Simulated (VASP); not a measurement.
# Ti6H in VASP: further runs

Ti6H is run at these levels: PBE; tasks: single point.

Program: VASP 6.6.1. These are calculated values, not measurements. Logs are shortened: lines on timing, memory, paths and dates and some standing lists are left out, and cuts for length are marked.

## Step 1: The cell of the first run

The cell holds a slab with vacuum, 7 atoms: a = 2.938 Å, b = 4.650 Å, c = 21.284 Å, α = 90.00°, β = 90.00°, γ = 90.00°.

## Step 2: Single point, PBE

Input file INCAR:

```
SYSTEM = Ti6H
PREC = Accurate
ENCUT = 520
EDIFF = 1E-7
ISMEAR = 0
SIGMA = 0.1
LREAL = .FALSE.
LASPH = .TRUE.
NELM = 80
ALGO = Normal
ISIF = 2
LWAVE = .FALSE.
LCHARG = .FALSE.
LDIPOL = .TRUE.
IDIPOL = 3
DIPOL = 0.5 0.5 0.348
GGA = PE
NBANDS = 46
```

Input file KPOINTS:

```
regular mesh
0
G
  9 6 1
  0 0 0
```

Input file POSCAR:

```
Ti6H
1.0
    2.9381632083      0.0000000000      0.0000000000
    0.0000000000      4.6504654186      0.0000000000
    0.0000000000      0.0000000000     21.2842241985
Ti H
6 1
Direct
    0.0000000000      0.7500000000      0.1879326191
    0.5000000000      0.2500000000      0.2277825405
    0.5000000000      0.7500000000      0.3074823831
    0.0000000000      0.2500000000      0.3461291997
    0.0000000000      0.7500000000      0.4220680059
    0.5000000000      0.2500000000      0.4596937200
    0.5000000000      0.5833333333      0.4882388648
```

Potentials or basis: VASP PAW PBE potentials, release 64 (Ti_sv, H).

Run with:

```
$ cat potpaw_PBE.64/Ti_sv/POTCAR potpaw_PBE.64/H/POTCAR > POTCAR
$ mpirun -np 1 vasp_std > vasp.out
```

OUTCAR:

```text
SYSTEM = Ti6H
   PREC = Accurate
   ENCUT = 520
   EDIFF = 1E-7
   ISMEAR = 0
   LREAL = .FALSE.
   LASPH = .TRUE.
   NELM = 80
   ISIF = 2
   GGA = PE

 ion  position               nearest neighbor table
   1  0.000  0.750  0.188-   2 2.88   2 2.88   2 2.88   2 2.88
   2  0.500  0.250  0.228-   3 2.88   3 2.88   1 2.88   1 2.88   1 2.88   1 2.88   4 2.92   4 2.92

   3  0.500  0.750  0.307-   5 2.85   5 2.85   4 2.87   4 2.87   4 2.87   4 2.87   2 2.88   2 2.88

   4  0.000  0.250  0.346-   6 2.83   6 2.83   5 2.83   5 2.83   3 2.87   3 2.87   3 2.87   3 2.87
                             2 2.92   2 2.92
   5  0.000  0.750  0.422-   4 2.83   4 2.83   3 2.85   3 2.85   6 2.86   6 2.86   6 2.86   6 2.86

   6  0.500  0.250  0.460-   7 1.66   4 2.83   4 2.83   5 2.86   5 2.86   5 2.86   5 2.86
   7  0.500  0.583  0.488-   6 1.66

  LATTYP: Found a simple orthorhombic cell.
 ALAT       =     2.9381632083
 B/A-ratio  =     1.5827798148
 C/A-ratio  =     7.2440578312

  Lattice vectors:

 A1 = (   2.9381632083,   0.0000000000,   0.0000000000)
 A2 = (   0.0000000000,   4.6504654186,   0.0000000000)
 A3 = (   0.0000000000,   0.0000000000,  21.2842241985)

Analysis of symmetry for initial positions (statically):
=====================================================================
 Subroutine PRICEL returns:
 Original cell was already a primitive cell.

 Routine SETGRP: Setting up the symmetry group for a
 simple orthorhombic supercell.

 Subroutine GETGRP returns: Found  2 space group operations
 (whereof  2 operations were pure point group operations)
 out of a pool of  8 trial point group operations.

The static configuration has the point symmetry C_1h.

Analysis of symmetry for dynamics (positions and initial velocities):
=====================================================================
 Subroutine PRICEL returns:
 Original cell was already a primitive cell.

 Routine SETGRP: Setting up the symmetry group for a
 simple orthorhombic supercell.

 Subroutine GETGRP returns: Found  2 space group operations
 (whereof  2 operations were pure point group operations)
 out of a pool of  8 trial point group operations.

The dynamic configuration has the point symmetry C_1h.

 Subroutine INISYM returns: Found  2 space group operations
[... 108 lines left out ...]
   ISIF   =      2    stress and relaxation
   ISYM   =      2    0-nonsym 1-usesym 2-fastsym
   POTIM  = 0.5000    time-step for ionic-motion
   TEBEG  =    0.0;   TEEND  =   0.0 temperature during run
   PSTRESS=    0.0 pullay stress
   NELECT =      73.0000    total number of electrons
   NUPDOWN=      -1.0000    fix difference up-down
   EMIN   =  10.00;   EMAX   =-10.00  energy-range for DOS
   EFERMI =   0.00;   METHOD = LEGACY
   ISMEAR =     0;   SIGMA  =   0.10  broadening in eV -4-tet -1-fermi 0-gaus
   EFERMI_NEDOS =   21; number of points for ismear=-14 and -15
   IALGO  =     38    algorithm
   IMIX   =      4    mixing-type and parameters
     AMIX     =   0.40;   BMIX     =  1.00
     AMIX_MAG =   1.60;   BMIX_MAG =  1.00
  volume/ion in A,a.u.               =      41.55       280.37
  Fermi-wavevector in a.u.,A,eV,Ry     =   1.032696  1.951512 14.510077  1.066461
  Thomas-Fermi vector in A             =   2.166906
   LORBIT       =      0    0 simple, 1 ext, 2 COOP (PROOUT), +10 PAW based schemes
   GGA     = PE    functional components
   LHFCALC =     F    Hartree Fock is set to
   AEXX    =    0.0000 exact exchange contribution
   IVDW    =     0    specifies the selected vdW correction
   LEPSILON=     F    determine dielectric tensor
   LRPA    =     F    only Hartree local field effects (RPA)
 non-spin polarized calculation
 Gauss-broadening in eV      SIGMA  =   0.10
  energy-cutoff  :      520.00
  volume of cell :      290.82
 maximum number of plane-waves:      7881
 NGX is ok and might be reduce to    24
   NGX = 11   NGY = 17   NGZ = 79

 dipolmoment           0.000000      0.000000     -0.012672 electrons x Angstroem

 number of electron      73.0000011 magnetization

 dipolmoment           0.000000      0.000000      0.002865 electrons x Angstroem

 Free energy of the ion-electron system (eV)
  ---------------------------------------------------
  ext. energy  EPLUGINS =         0.00000000
  ---------------------------------------------------
  free energy    TOTEN  =       -47.39244600 eV

  energy without entropy =      -47.33232697  energy(sigma->0) =      -47.36238648

 E-fermi :   0.7449     XC(G=0):  -5.1220

 val. band max:        0.7428376611   @ k =   0.1111   0.5000   0.0000
 cond. band min:       0.7703437209   @ k =   0.2222   0.5000   0.0000
 fundamental gap:      0.0275060598
 Fermi energy:         0.7449373390

 k-point     1 :       0.0000    0.0000    0.0000
  band No.  band energies     occupation
      1     -56.3271      2.00000
      2     -56.1688      2.00000
      3     -56.0904      2.00000
      4     -56.0312      2.00000
      5     -55.9905      2.00000
      6     -55.9619      2.00000
[... 969 lines left out ...]
     45       2.1687      0.00000
     46       2.3920      0.00000

------------------------ aborting loop because EDIFF is reached ----------------------------------------

 vacuum level on the upper side and lower side of the slab       (xc-potential included)        -0.103        -0.182

  FORCE on cell =-STRESS in cart. coord.  units (eV):
  Direction    XX          YY          ZZ          XY          YZ          ZX
  --------------------------------------------------------------------------------------
  -------------------------------------------------------------------------------------
  Total       -2.9709110      1.8704951     -1.8829683      0.0000000      1.8767066      0.0000000
  in kB      -16.3670369     10.3047388    -10.3734552      0.0000000     10.3389588      0.0000000
  external PRESSURE =      -5.4785845 kB  Pullay stress =       0.0000000 kB

 VOLUME and BASIS-vectors are now :
 -----------------------------------------------------------------------------
  energy-cutoff  :      520.00
  volume of cell :      290.82
      direct lattice vectors                 reciprocal lattice vectors
     2.938163208  0.000000000  0.000000000     0.340348690  0.000000000  0.000000000
     0.000000000  4.650465419  0.000000000     0.000000000  0.215032241  0.000000000
     0.000000000  0.000000000 21.284224198     0.000000000  0.000000000  0.046983155

 POSITION                                       TOTAL-FORCE (eV/Angst)
 -----------------------------------------------------------------------------------
      0.00000      3.48785      4.00000         0.000000      0.018703      0.349126
      1.46908      1.16262      4.84817         0.000000     -0.018813      0.071793
      1.46908      3.48785      6.54452         0.000000      0.089951     -0.391710
      0.00000      1.16262      7.36709         0.000000     -0.122170     -0.001081
      0.00000      3.48785      8.98339         0.000000     -0.484161      0.917470
      1.46908      1.16262      9.78422         0.000000     -1.953177     -0.944640
      1.46908      2.71277     10.39179         0.000000      2.469667     -0.000958
 -----------------------------------------------------------------------------------
    total drift:                                0.000000     -0.000000     -0.000068

  FREE ENERGIE OF THE ION-ELECTRON SYSTEM (eV)
  ---------------------------------------------------
  free  energy   TOTEN  =       -47.3924459975 eV

  energy  without entropy=      -47.3323269689  energy(sigma->0) =      -47.36238648

 vacuum level on the upper side and lower side of the slab         4.400         4.326
```

OSZICAR:

```text
N       E                     dE             d eps       ncg     rms          rms(c)
DAV:   1     0.904922049927E+03    0.90492E+03   -0.39391E+04  2112   0.158E+03
DAV:   2     0.719226639180E+02   -0.83300E+03   -0.81852E+03  1906   0.514E+02
DAV:   3    -0.327169838192E+02   -0.10464E+03   -0.10240E+03  2992   0.162E+02
[... 26 lines left out ...]
DAV:  30    -0.473924444085E+02   -0.37425E-05   -0.24675E-07  1554   0.234E-03    0.527E-04
DAV:  31    -0.473924456039E+02   -0.11954E-05   -0.15243E-07  1416   0.222E-03    0.103E-03
DAV:  32    -0.473924457652E+02   -0.16128E-06   -0.34981E-08  1248   0.140E-03    0.711E-04
DAV:  33    -0.473924459072E+02   -0.14200E-06   -0.26961E-08  1238   0.772E-04    0.666E-04
DAV:  34    -0.473924459975E+02   -0.90351E-07   -0.20492E-08  1192   0.814E-04
   1 F= -.47392446E+02 E0= -.47362386E+02  d E =-.601190E-01
```

stdout:

```text
POSCAR found type information on POSCAR TiH
 POSCAR found :  2 types and       7 ions
 scaLAPACK will be used
 LDA part: xc-table for (Slater+PW92), standard interpolation
 POSCAR, INCAR and KPOINTS ok, starting setup
 FFT: planning ... GRIDC
 FFT: planning ... GRID_SOFT
 FFT: planning ... GRID
 WAVECAR not read
 entering main loop
```

Run time: 6.1 min. Hardware: 1 thread of Intel Xeon 6975P-C (Granite Rapids), shared host; peak memory 0.44 GiB.

Results:

```yaml
Free_energy: -47.3924 eV
Largest_force: 2.470 eV/Å
Band_gap_on_the_k_mesh: zero (an odd number of electrons rules out a gap without spin polarisation)
```

Forces in eV/Å, atoms in the order of the input:
```
Ti   0.000  0.019  0.349
Ti   0.000 -0.019  0.072
Ti   0.000  0.090 -0.392
Ti   0.000 -0.122 -0.001
Ti   0.000 -0.484  0.917
Ti   0.000 -1.953 -0.945
H    0.000  2.470 -0.001
```

Levels at points of the mesh, in eV from the Fermi level:
```tsv
k point	band 33	band 34	band 35	band 36	band 37	band 38	band 39	band 40	band 41	band 42
(0.00, 0.00, 0.00)	-0.66	-0.57	-0.04	0.17	0.48	0.50	0.64	0.73	0.89	0.91
(0.00, 0.50, 0.00)	-0.72	-0.69	-0.26	-0.04	0.09	0.18	0.39	0.53	0.69	0.77
```

## Step 3: Single point, PBE

Input file INCAR:

```
SYSTEM = Ti6H
ALGO = Normal ; DIPOL = 0.5 0.5 0.354
EDIFF = 1E-6 ; ENCUT = 520
GGA = PE ; IDIPOL = 3
ISIF = 2 ; ISMEAR = 0
LASPH = .TRUE. ; LCHARG = .FALSE.
LDIPOL = .TRUE. ; LREAL = .FALSE.
LWAVE = .FALSE. ; NBANDS = 46
NELM = 80 ; PREC = Accurate
SIGMA = 0.1
```

Input file KPOINTS:

```
k-points
0
G
  9 6 1
  0 0 0
```

Edit POSCAR of step 2 so:

```diff
@@ -14,2 +14,2 @@
     0.5000000000      0.2500000000      0.4596937200
-    0.5000000000      0.5833333333      0.4882388648
+    0.8333333333      0.2500000000      0.5278095754
```

Potentials or basis: VASP PAW PBE potentials, release 64 (Ti_sv, H).

Run with:

```
$ cat potpaw_PBE.64/Ti_sv/POTCAR potpaw_PBE.64/H/POTCAR > POTCAR
$ mpirun -np 1 vasp_std > vasp.out
```

Wall time 5 min (1 thread of Intel Xeon 6975P-C (Granite Rapids), shared host); peak memory 0.46 GiB.

Results (log left out):

- Free energy: -47.2941 eV
- Largest force: 1.071 eV/Å
- Band gap on the k mesh: zero (an odd number of electrons rules out a gap without spin polarisation)

Forces in eV/Å, atoms in the order of the input:
```
Ti  -0.009  0.000  0.272
Ti   0.005  0.000  0.079
Ti   0.009  0.000 -0.370
Ti   0.007  0.000 -0.055
Ti  -0.123  0.000 -0.232
Ti  -0.959  0.000  0.292
H    1.071  0.000  0.014
```

Levels at points of the mesh, in eV from the Fermi level:
```tsv
k point	band 34	band 35	band 36	band 37	band 38	band 39	band 40	band 41
(0.00, 0.00, 0.00)	-0.54	-0.13	0.16	0.55	0.57	0.75	0.94	0.96
(0.00, 0.50, 0.00)	-0.66	-0.48	0.04	0.12	0.23	0.32	0.50	0.81
```

## Step 4: Single point, PBE

Input file INCAR:

```
SYSTEM = Ti6H
PREC = Accurate
ENCUT = 520
EDIFF = 1E-7
ISMEAR = 0
SIGMA = 0.1
LREAL = .FALSE.
LASPH = .TRUE.
NELM = 80
ALGO = Normal
ISIF = 2
LWAVE = .FALSE.
LCHARG = .TRUE.
LDIPOL = .TRUE.
IDIPOL = 3
DIPOL = 0.5 0.5 0.355
GGA = PE
LELF = .TRUE.
LVHAR = .TRUE.
LVACPOTAV = .TRUE.
NBANDS = 46
```

Input file KPOINTS:

```
regular mesh
0
G
  9 6 1
  0 0 0
```

Edit POSCAR of step 3 so:

```diff
@@ -14,2 +14,2 @@
     0.5000000000      0.2500000000      0.4596937200
-    0.8333333333      0.2500000000      0.5278095754
+    0.5000000000      0.4166666667      0.5337954231
```

Run with:

```
$ cat potpaw_PBE.64/Ti_sv/POTCAR potpaw_PBE.64/H/POTCAR > POTCAR
$ mpirun -np 1 vasp_std > vasp.out
```

Wall time 5.3 min (1 thread of Intel Xeon 6975P-C (Granite Rapids), shared host); peak memory 0.45 GiB.

Results (log left out):

| Property | Result |
| --- | --- |
| Free energy | -46.7031 eV |
| Largest force | 0.305 eV/Å |
| Band gap on the k mesh | zero (an odd number of electrons rules out a gap without spin polarisation) |

Forces in eV/Å, atoms in the order of the input:
```
Ti   0.000  0.005  0.278
Ti   0.000  0.019  0.060
Ti   0.000 -0.008 -0.303
Ti   0.000 -0.061 -0.143
Ti   0.000 -0.305  0.012
Ti   0.000  0.210  0.078
H    0.000  0.139  0.017
```

Levels at points of the mesh, in eV from the Fermi level:
```
           k point  band 34  band 35  band 36  band 37  band 38  band 39
(0.00, 0.00, 0.00)    -0.54    -0.10     0.17     0.51     0.55     0.76
(0.00, 0.50, 0.00)    -0.65    -0.23     0.05     0.19     0.28     0.35
```

## Step 5: Single point, PBE

Input file INCAR:

```
SYSTEM = Ti6H
PREC = Accurate
ENCUT = 520
EDIFF = 1E-6
ISMEAR = 0
SIGMA = 0.1
LREAL = .FALSE.
LASPH = .TRUE.
NELM = 60
ALGO = Normal
ISIF = 2
LWAVE = .FALSE.
LCHARG = .FALSE.
LDIPOL = .TRUE.
IDIPOL = 3
DIPOL = 0.5 0.5 0.356
GGA = PE
NBANDS = 46
```

Input file KPOINTS:

```
Automatic mesh
0
G
  9 6 1
  0 0 0
```

Edit POSCAR of step 4 so:

```diff
@@ -14,2 +14,2 @@
     0.5000000000      0.2500000000      0.4596937200
-    0.5000000000      0.4166666667      0.5337954231
+    0.6666666667      0.2500000000      0.5380220869
```

Run with:

```
$ cat potpaw_PBE.64/Ti_sv/POTCAR potpaw_PBE.64/H/POTCAR > POTCAR
$ mpirun -np 1 vasp_std > vasp.out
```

It took 5.3 min on 1 thread of Intel Xeon 6975P-C (Granite Rapids), shared host; peak memory 0.45 GiB.

Results (log left out):

```yaml
Free_energy: -46.8528 eV
Largest_force: 0.684 eV/Å
Band_gap_on_the_k_mesh: zero (an odd number of electrons rules out a gap without spin polarisation)
```

Forces in eV/Å, atoms in the order of the input:
```
Ti  -0.014  0.000  0.275
Ti   0.020  0.000  0.077
Ti   0.014  0.000 -0.316
Ti   0.020  0.000 -0.101
Ti  -0.145  0.000 -0.275
Ti  -0.579  0.000  0.326
H    0.684  0.000  0.015
```

Levels at points of the mesh, in eV from the Fermi level:
```tsv
k point	band 34	band 35	band 36	band 37	band 38	band 39	band 40	band 41
(0.00, 0.00, 0.00)	-0.54	-0.12	0.16	0.53	0.55	0.76	0.96	0.97
(0.00, 0.50, 0.00)	-0.66	-0.42	0.05	0.15	0.24	0.34	0.52	0.81
```

## Step 6: Overview

| cell | gap on the mesh (eV) | largest force (eV/Å) |
| --- | --- | --- |
| as given, atomic positions A | none | 2.47 |
| as given, atomic positions B | none | 1.07 |
| as given, atomic positions C | none | 0.30 |
| as given, atomic positions D | none | 0.68 |

Alike in all rows: task single point; level PBE; potentials or basis VASP PAW PBE potentials, release 64 (Ti_sv, H); no spin polarisation; k mesh 9 × 6 × 1; cutoff (eV) 520; smearing gaussian 0.1 eV.

Absolute energies hang on the potentials; compare differences alone.
